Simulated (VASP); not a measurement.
The system is Fe.

```
CELL_PARAMETERS angstrom
-1.39354 1.39354 1.39354
1.39354 -1.39354 1.39354
1.39354 1.39354 -1.39354
ATOMIC_POSITIONS crystal
Fe 0.00000 0.00000 0.00000
```

Base run:

```yaml
Program: VASP 6.6.1
Functional: LDA
Potentials_or_basis: VASP PAW LDA potentials, release 64 (Fe)
Cutoff: 600 eV
k_mesh: 15 × 15 × 15
Occupations: fermi-dirac, width 0.05 eV
Spin: collinear spin, ferromagnetic start
Starting_moments: "[2.2] μB"
```

Its results: pressure -10.2 GPa; net moment 2.01 μB per cell; site moments Fe +1.99 μB.

Problem. The run is repeated on the same cell with these changes: functional from LDA to PBE; potentials or basis from VASP PAW LDA potentials, release 64 (Fe) to VASP PAW PBE potentials, release 64 (Fe). What comes out?

Solution. Pressure 10.0 GPa; net moment 2.11 μB per cell; site moments Fe +2.10 μB.

Caveats: the cell stands under tension (at least some runs); the cell stands under pressure (at least some runs).
